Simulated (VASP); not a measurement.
# Te2Mo (P6_3/mmc) in VASP: notebook, part 2 of 2

VASP 6.6.1.

## (4) Single point, r2SCAN (strain +0.000 along x and y, +0.050 along z)

File POSCAR:

```
Te2Mo
1.0
    3.5635452172      0.0000000000      0.0000000000
   -1.7817726086      3.0861206856      0.0000000000
    0.0000000000      0.0000000000     15.4625321059
Te Mo
4 2
Direct
    0.3333333333      0.6666666667      0.6284839550
    0.6666666667      0.3333333333      0.1284839550
    0.3333333333      0.6666666667      0.8715160450
    0.6666666667      0.3333333333      0.3715160450
    0.3333333333      0.6666666667      0.2500000000
    0.6666666667      0.3333333333      0.7500000000
```

File INCAR.step1:

```
SYSTEM = Te2Mo
ALGO = Normal
EDIFF = 1E-4
ENCUT = 520
GGA = PE
ISMEAR = 0
LASPH = .True.
LCHARG = .False.
LREAL = .False.
LWAVE = .True.
NBANDS = 35
NELM = 100
PREC = Accurate
SIGMA = 0.05
```

File INCAR.step2:

```
SYSTEM = Te2Mo
ALGO = Normal
EDIFF = 1E-7
ENCUT = 520
ISIF = 2
ISMEAR = 0
ISTART = 1
LASPH = .True.
LCHARG = .True.
LELF = .True.
LMIXTAU = .True.
LREAL = .False.
LVHAR = .True.
LWAVE = .False.
METAGGA = R2SCAN
NBANDS = 35
NELM = 100
PREC = Accurate
SIGMA = 0.05
```

File KPOINTS:

```
k-points
0
Gamma
  12 12 2
  0 0 0
```

Potentials or basis: VASP PAW PBE potentials, release 64 (Te, Mo_sv).

The run is started by

```
> cat potpaw_PBE.64/Te/POTCAR potpaw_PBE.64/Mo_sv/POTCAR > POTCAR
> cp INCAR.step1 INCAR
> mpirun -np 1 vasp_std > vasp.out
> cp INCAR.step2 INCAR
> mpirun -np 1 vasp_std > vasp.out
```

OUTCAR:

```text
SYSTEM = Te2Mo
   EDIFF = 1E-7
   ENCUT = 520
   ISIF = 2
   ISMEAR = 0
   ISTART = 1
   LASPH = .True.
   LREAL = .False.
   METAGGA = R2SCAN
   NELM = 100
   PREC = Accurate

 ion  position               nearest neighbor table
   1  0.333  0.667  0.628-   6 2.79   6 2.79   6 2.79
   2  0.667  0.333  0.128-   5 2.79   5 2.79   5 2.79
   3  0.333  0.667  0.872-   6 2.79   6 2.79   6 2.79
   4  0.667  0.333  0.372-   5 2.79   5 2.79   5 2.79
   5  0.333  0.667  0.250-   2 2.79   4 2.79   2 2.79   4 2.79   2 2.79   4 2.79
   6  0.667  0.333  0.750-   1 2.79   3 2.79   1 2.79   3 2.79   1 2.79   3 2.79

  LATTYP: Found a hexagonal cell.
 ALAT       =     3.5635452172
 C/A-ratio  =     4.3390868260

  Lattice vectors:

 A1 = (   3.5635452172,   0.0000000000,   0.0000000000)
 A2 = (  -1.7817726086,   3.0861206856,   0.0000000000)
 A3 = (   0.0000000000,   0.0000000000,  15.4625321059)

Analysis of symmetry for initial positions (statically):
=====================================================================
 Subroutine PRICEL returns:
 Original cell was already a primitive cell.

 Routine SETGRP: Setting up the symmetry group for a
 hexagonal supercell.

 Subroutine GETGRP returns: Found 24 space group operations
 (whereof 12 operations were pure point group operations)
 out of a pool of 24 trial point group operations.

The static configuration has the point symmetry D_3d.
 The point group associated with its full space group is D_6h.

Analysis of symmetry for dynamics (positions and initial velocities):
=====================================================================
 Subroutine PRICEL returns:
 Original cell was already a primitive cell.

 Routine SETGRP: Setting up the symmetry group for a
 hexagonal supercell.

[... 126 lines left out ...]
   EMIN   =  10.00;   EMAX   =-10.00  energy-range for DOS
   EFERMI =   0.00;   METHOD = LEGACY
   ISMEAR =     0;   SIGMA  =   0.05  broadening in eV -4-tet -1-fermi 0-gaus
   EFERMI_NEDOS =   21; number of points for ismear=-14 and -15
   IALGO  =     38    algorithm
   IMIX   =      4    mixing-type and parameters
     AMIX     =   0.40;   BMIX     =  1.00
     AMIX_MAG =   1.60;   BMIX_MAG =  1.00
  volume/ion in A,a.u.               =      28.34       191.26
  Fermi-wavevector in a.u.,A,eV,Ry     =   1.102937  2.084249 16.551078  1.216470
  Thomas-Fermi vector in A             =   2.239387
   LORBIT       =      0    0 simple, 1 ext, 2 COOP (PROOUT), +10 PAW based schemes
   METAGGA = R2SCAN    functional components
   LHFCALC =     F    Hartree Fock is set to
   AEXX    =    0.0000 exact exchange contribution
   IVDW    =     0    specifies the selected vdW correction
   LEPSILON=     F    determine dielectric tensor
   LRPA    =     F    only Hartree local field effects (RPA)
 non-spin polarized calculation
 Gauss-broadening in eV      SIGMA  =   0.05
  energy-cutoff  :      520.00
  volume of cell :      170.05
 maximum number of plane-waves:      4631
 NGX is ok and might be reduce to    28
   NGX = 13   NGY = 13   NGZ = 57

 number of electron      51.9999999 magnetization

 Free energy of the ion-electron system (eV)
  ---------------------------------------------------
  ext. energy  EPLUGINS =         0.00000000
  ---------------------------------------------------
  free energy    TOTEN  =      -155.45838471 eV

  energy without entropy =     -155.45838471  energy(sigma->0) =     -155.45838471

 E-fermi :   6.7722     XC(G=0): -10.2746

 val. band max:        6.4625807659   @ k =   0.3333   0.3333   0.0000
 cond. band min:       7.3944595156   @ k =   0.2500   0.1667   0.0000
 fundamental gap:      0.9318787497
 Fermi energy:         6.7722103536

 k-point     1 :       0.0000    0.0000    0.0000
  band No.  band energies     occupation
      1     -56.3457      2.00000
      2     -56.3457      2.00000
      3     -29.7529      2.00000
      4     -29.7529      2.00000
      5     -29.6361      2.00000
      6     -29.6361      2.00000
[... 901 lines left out ...]
     34       9.8494      0.00000
     35      12.0732      0.00000

 [... further k-points ...]
[... 5 lines left out ...]
  --------------------------------------------------------------------------------------
  -------------------------------------------------------------------------------------
  Total       -2.8301054     -2.8301054     -8.5741296      0.0000000      0.0000000      0.0000000
  in kB      -26.6647424    -26.6647424    -80.7839035      0.0000000      0.0000000      0.0000000
  external PRESSURE =     -44.7044628 kB  Pullay stress =       0.0000000 kB

 VOLUME and BASIS-vectors are now :
 -----------------------------------------------------------------------------
  energy-cutoff  :      520.00
  volume of cell :      170.05
      direct lattice vectors                 reciprocal lattice vectors
     3.563545217  0.000000000  0.000000000     0.280619422  0.162015699  0.000000000
    -1.781772609  3.086120686  0.000000000     0.000000000  0.324031398  0.000000000
     0.000000000  0.000000000 15.462532106     0.000000000  0.000000000  0.064672461

 POSITION                                       TOTAL-FORCE (eV/Angst)
 -----------------------------------------------------------------------------------
     -0.00000      2.05741      9.71795         0.000000     -0.000000      1.076444
      1.78177      1.02871      1.98669        -0.000000      0.000000      1.076444
     -0.00000      2.05741     13.47584         0.000000     -0.000000     -1.076444
      1.78177      1.02871      5.74458        -0.000000      0.000000     -1.076444
     -0.00000      2.05741      3.86563        -0.000000      0.000000      0.000000
      1.78177      1.02871     11.59690         0.000000     -0.000000      0.000000
 -----------------------------------------------------------------------------------
    total drift:                               -0.000000      0.000000     -0.000000

  FREE ENERGIE OF THE ION-ELECTRON SYSTEM (eV)
  ---------------------------------------------------
  free  energy   TOTEN  =      -155.4583847073 eV

  energy  without entropy=     -155.4583847073  energy(sigma->0) =     -155.45838471
```

Wall time 9.9 min (1 thread of Intel Xeon 6975P-C (Granite Rapids), shared host); peak memory 0.44 GiB.

What came out:

```yaml
Free_energy: -155.4584 eV
Pressure: -4.5 GPa
Largest_force: 1.076 eV/Å
Band_gap_on_the_k_mesh: 0.93 eV (least direct gap 1.16 eV)
```

Forces on the atoms (eV/Å):
```
Te   0.000  0.000  1.076
Te   0.000  0.000  1.076
Te   0.000  0.000 -1.076
Te   0.000  0.000 -1.076
Mo   0.000  0.000  0.000
Mo   0.000  0.000  0.000
```

Levels at points of the mesh, in eV from the valence-band top:
```csv
k point,band 24,band 25,band 26,band 27,band 28,band 29
"(0.00, 0.00, 0.00)",-0.88,-0.88,-0.31,2.95,2.95,3.00
"(0.50, 0.00, 0.00)",-0.85,-0.45,-0.34,1.41,1.43,1.59
"(0.00, 0.00, 0.50)",-0.88,-0.47,-0.47,2.97,2.97,2.97
"(0.50, 0.00, 0.50)",-0.85,-0.40,-0.40,1.42,1.42,1.70
```

Caveat: the cell differs from its parent crystal (strain +0.000 along x and y, +0.050 along z); the stress differs along the axes, from -8 to -3 GPa; the PAW data sets were made with another functional, which shifts forces and pressure a little; spin-orbit coupling is left out, which moves the levels of the heavy elements. A k mesh can miss the band edges.

## (5) Overview

| cell | gap on the mesh (eV) | pressure (GPa) | largest force (eV/Å) |
| --- | --- | --- | --- |
| a = 3.564, b = 3.564, c = 13.990 Å, angles 90.0, 90.0, 120.0°, 6 atoms | 0.49 | 6.3 | 1.41 |
| a = 3.742, b = 3.742, c = 13.990 Å, angles 90.0, 90.0, 120.0°, 6 atoms | 0.08 | -2.4 | 0.45 |
| a = 3.564, b = 3.564, c = 15.463 Å, angles 90.0, 90.0, 120.0°, 6 atoms | 0.93 | -4.5 | 1.08 |

Alike in all rows: task single point; level r2SCAN; potentials or basis VASP PAW PBE potentials, release 64 (Te, Mo_sv); no spin polarisation; k mesh 12 × 12 × 2; cutoff (eV) 520; smearing gaussian 0.05 eV.

Caveats: the PAW data sets were made with another functional, which shifts forces and pressure a little; spin-orbit coupling is left out, which moves the levels of the heavy elements; semilocal functionals underestimate gaps, and a narrow one can read as zero (at least some runs); the stress differs along the axes, from 4 to 11 GPa (at least some runs); the stress differs along the axes, from -5 to 3 GPa (at least some runs); the stress differs along the axes, from -8 to -3 GPa (at least some runs).

Total energies depend on the potentials used, so only differences within one code and one set of settings carry meaning.
